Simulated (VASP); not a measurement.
Write the native input for VASP 6.6.1 that does the following.

| Property | Result |
| --- | --- |
| Task | single point |
| Functional | PBE |
| Potentials or basis | VASP PAW PBE potentials, release 64 (C) |
| Cutoff | 520 eV |
| k mesh | 12 × 12 × 12 |
| Occupations | gaussian, width 0.05 eV |
| Spin | no spin polarisation |
| Dipole correction | no |
| Further INCAR settings | ALGO = Normal; EDIFF = 1e-07; NBANDS = 11 |

The structure of C lies in POSCAR:

```
C
1.0
    0.0000000000      1.9711242030      1.8170952449
    1.5693095297      0.0000000000      1.8170952449
    1.5693095297      1.9711242030      0.0000000000
C
2
Direct
    0.5000000000      0.5000000000      0.5000000000
    0.7500000000      0.7500000000      0.7500000000
```

This cell differs from its parent crystal: strain +e along x and -e along y -0.1125, strain +e along z and -e/2 along x and y +0.0175.

One way to write it, as run:

INCAR

```
SYSTEM = C
PREC = Accurate
ENCUT = 520
EDIFF = 1E-7
ISMEAR = 0
SIGMA = 0.05
LREAL = .False.
LASPH = .True.
NELM = 100
ALGO = Normal
ISIF = 2
LWAVE = .False.
LCHARG = .True.
GGA = PE
LELF = .True.
LVHAR = .True.
NBANDS = 11
```

KPOINTS

```
Automatic mesh
0
Gamma
  12 12 12
  0 0 0
```

Potentials or basis: VASP PAW PBE potentials, release 64 (C).

Launch:

```bash
$ cat potpaw_PBE.64/C/POTCAR > POTCAR
$ mpirun -np 1 vasp_std > vasp.out
```

It gave:

```
Pressure               : 7.2 GPa
Band gap on the k mesh : zero (band 4 reaches 11.53 eV, above the bottom of band 5 at 11.25 eV)
```

Caveat: the cell differs from its parent crystal (strain +e along x and -e along y -0.1125, strain +e along z and -e/2 along x and y +0.0175).

Run time: 44 s on 1 thread of Intel Xeon 8259CL (shared host), peak memory 0.14 GiB.
